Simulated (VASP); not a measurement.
Set up this calculation in VASP 6.6.1, as the native input.

```yaml
Task: single point
Functional: PBE
Potentials_or_basis: VASP PAW PBE potentials, release 64 (W_sv, Bi_d)
Cutoff: 520 eV
k_mesh: 9 × 9 × 5
Occupations: fermi-dirac, width 0.03 eV
Spin: no spin polarisation
Dipole_correction: no
Further_INCAR_settings: ALGO = Normal; EDIFF = 1e-06; NBANDS = 29
```

The structure of Bi2W (CdI2 type) lies in POSCAR:

```
Bi2W
1.0
    3.4203704673      0.0000000000      0.0000000000
   -1.7101852337      2.9621277150      0.0000000000
    0.0000000000      0.0000000000      8.3530915854
W Bi
1 2
Direct
    0.0000000000      0.0000000000      0.0000000000
    0.3333333333      0.6666666667      0.2536483888
    0.6666666667      0.3333333333      0.7463516112
```

These files were run (other wordings do the same):

INCAR

```
SYSTEM = Bi2W
PREC = Accurate
ENCUT = 520
EDIFF = 1E-6
ISMEAR = -1
SIGMA = 0.03
LREAL = .FALSE.
LASPH = .TRUE.
NELM = 100
ALGO = Normal
ISIF = 2
LWAVE = .FALSE.
LCHARG = .FALSE.
GGA = PE
NBANDS = 29
```

KPOINTS

```
regular mesh
0
G
  9 9 5
  0 0 0
```

Potentials or basis: VASP PAW PBE potentials, release 64 (W_sv, Bi_d).

The run is started by

```console
$ cat potpaw_PBE.64/W_sv/POTCAR potpaw_PBE.64/Bi_d/POTCAR > POTCAR
$ mpirun -np 1 vasp_std > vasp.out
```

Results of the run:

| Item | Value |
| --- | --- |
| Pressure | 0.0 GPa |
| Largest force | 0.012 eV/Å |
| Band gap on the k mesh | zero (band 22 reaches 7.83 eV, above the bottom of band 23 at 7.58 eV) |

Caveat: spin-orbit coupling is left out, which moves the levels of the heavy elements.

Wall time 56 s on 1 thread of Intel(R) Xeon(R) 6975P-C (Granite Rapids), with other jobs on the host, peak memory 0.27 GiB.
